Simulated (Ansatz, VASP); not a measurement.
# SnO2: VASP beside Ansatz

Contents of INCAR:

```
SYSTEM = SnO2
ALGO = Normal ; EDIFF = 1E-6
EDIFFG = -0.01 ; ENCUT = 600
GGA = PE ; IBRION = 2
ISIF = 3 ; ISMEAR = -1
LASPH = .TRUE. ; LCHARG = .FALSE.
LREAL = .FALSE. ; LWAVE = .FALSE.
NELM = 100 ; NSW = 80
PREC = Accurate ; SIGMA = 0.05
```

Contents of KPOINTS:

```
k-points
0
G
  8 8 8
  0 0 0
```

The input POSCAR:

```
SnO2
1.0
    1.6170930752      0.9336291223      4.8005925840
   -1.6170930752      0.9336291223      4.8005925840
    0.0000000000     -1.8672582446      4.8005925840
Sn O
1 2
Direct
    0.5000000000      0.5000000000      0.5000000000
    0.7628300000      0.7628300000      0.7628300000
    0.2371700000      0.2371700000      0.2371700000
```

Contents of input.yaml:

```yaml
crystal:
  lattice:
    - [1.6170930752, 0.9336291223, 4.800592584]
    - [-1.6170930752, 0.9336291223, 4.800592584]
    - [0.0, -1.8672582446, 4.800592584]
  atoms:
    - { symbol: Sn, position: [0.5, 0.5, 0.5] }
    - { symbol: O, position: [0.76283, 0.76283, 0.76283] }
    - { symbol: O, position: [0.23717, 0.23717, 0.23717] }
kpoints:
  mp_grid: { grid: [8, 8, 8] }
scf:
  occupations: { method: fermi_dirac, width: 0.05 }
hamiltonian:
  xc: pbe
  pseudopotentials: { kind: all_electron, lapw: { basis_error: 0.002 } }
output:
  forces: true
  stress: true
relax:
  f_tol: 0.01
  max_steps: 60
  cell: {}
```

Alike in both runs: task relaxation of cell and atoms; functional PBE; k mesh 8 × 8 × 8; occupations fermi-dirac, width 0.05 eV; no spin polarisation.

|  | VASP | Ansatz |
| --- | --- | --- |
| version | VASP 6.6.1 | Ansatz 0.2.0 |
| potentials or method | VASP PAW PBE potentials, release 64 (Sn_d, O), cutoff 600 eV | all-electron LAPW, scalar-relativistic |

Ansatz gave:

| Quantity | Value |
| --- | --- |
| relaxed volume (Å³/atom) | 14.81 |
| relaxed length of the cell vector where the two differ most in proportion (Å) | 5.250 |

Task: Which values does VASP return?

Result: Relaxed volume (Å³/atom): 14.49; relaxed length of the cell vector where the two differ most in proportion (Å): 5.134.

Ansatz ran all-electron here, and VASP with PAW potentials.

Noted on Ansatz's run: the k mesh is thin for a metal, which can move the energy by tens of meV per atom.
